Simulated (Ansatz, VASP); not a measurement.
# FeO in VASP and in Ansatz

File INCAR:

```
PREC = Accurate ; ENCUT = 520
EDIFF = 1E-6 ; ISMEAR = 0
SIGMA = 0.05 ; LREAL = False
LASPH = True ; NELM = 150
ALGO = Normal ; ISIF = 2
LWAVE = False ; LCHARG = True
ISPIN = 2 ; MAGMOM = 4 -4 0 0
LORBIT = 11 ; LMAXMIX = 4
LDAU = True ; LDAUTYPE = 2
LDAUL = 2 -1 ; LDAUU = 4 0
LDAUJ = 0 0 ; LDAUPRINT = 1
GGA = PE ; LELF = True
LVHAR = True ; NBANDS = 26
```

File KPOINTS:

```
Automatic mesh
0
Gamma
  10 10 5
```

File POSCAR:

```
FeO
1.0
    0.0000000000      2.3733177188      2.3733177188
    4.7466354376      2.3733177188      2.3733177188
    4.7466354376      4.7466354376      0.0000000000
Fe O
2 2
Direct
    0.0000000000      0.0000000000      0.0000000000
    0.0000000000      0.0000000000      0.5000000000
    0.2500000000      0.2500000000      0.0000000000
    0.2500000000      0.2500000000      0.5000000000
```

Input for Ansatz:

```yaml
crystal:
  lattice:
    - [0.0, 2.3733177188, 2.3733177188]
    - [4.7466354376, 2.3733177188, 2.3733177188]
    - [4.7466354376, 4.7466354376, 0.0]
  atoms:
    - { symbol: Fe, position: [0.0, 0.0, 0.0], spin: 4.0 }
    - { symbol: O, position: [0.25, 0.25, 0.0] }
    - { symbol: Fe, position: [0.0, 0.0, 0.5], spin: -4.0 }
    - { symbol: O, position: [0.25, 0.25, 0.5] }
basis:
  ecutwfc: 420
  ecutrho_ratio: 4
kpoints:
  mp_grid: { grid: [10, 10, 5] }
hamiltonian:
  xc: pbe
  hubbard: { sites: [{ species: Fe, l: d, u_eff: 4.0 }] }
scf:
  occupations: { method: gaussian, width: 0.05 }
  lower_state_search: "off"
output:
  forces: true
  stress: true
  eigenvalues: true
  populations: true
  hubbard: { sites: [{ species: Fe, l: d }] }
magnetization:
  spin_polarized: true
checkpoint:
  read: start.run
  write: ck
  compress: false
  write_wavefunctions: false
  write_every: 100000
```

Alike in both runs: task single point; functional PBE; k mesh 10 × 10 × 5; occupations gaussian, width 0.05 eV; collinear spin; Hubbard terms Fe d U = 4.0 eV.

|  | VASP | Ansatz |
| --- | --- | --- |
| version | VASP 6.6.1 | Ansatz 0.2.0 |
| potentials or method | VASP PAW PBE potentials, release 64 (Fe, O), cutoff 520 eV | scalar-relativistic, plane waves, PAW |
| valence electrons in the cell | 28 | 44 |

|  | VASP | Ansatz | Ansatz less VASP |
| --- | --- | --- | --- |
| pressure (GPa) | -6.5 | -3.0 | +3.47 |
| net moment per atom (μB) | 0.00 | 0.00 | 0.000 |
| size of the moment on the site where the two differ most (μB) | 3.71 | 3.30 | -0.414 |

Site moments also hang on the region over which each program counts them. The programs project onto different local orbitals, so the same U acts differently, and such runs can settle in different states. VASP's potentials hold 28 valence electrons a cell and Ansatz's 44, so a difference there can come from the potentials and not from the codes. Ansatz's warnings: stability check not made.

The k mesh is coarse, so the values compare programs but aren't converged.
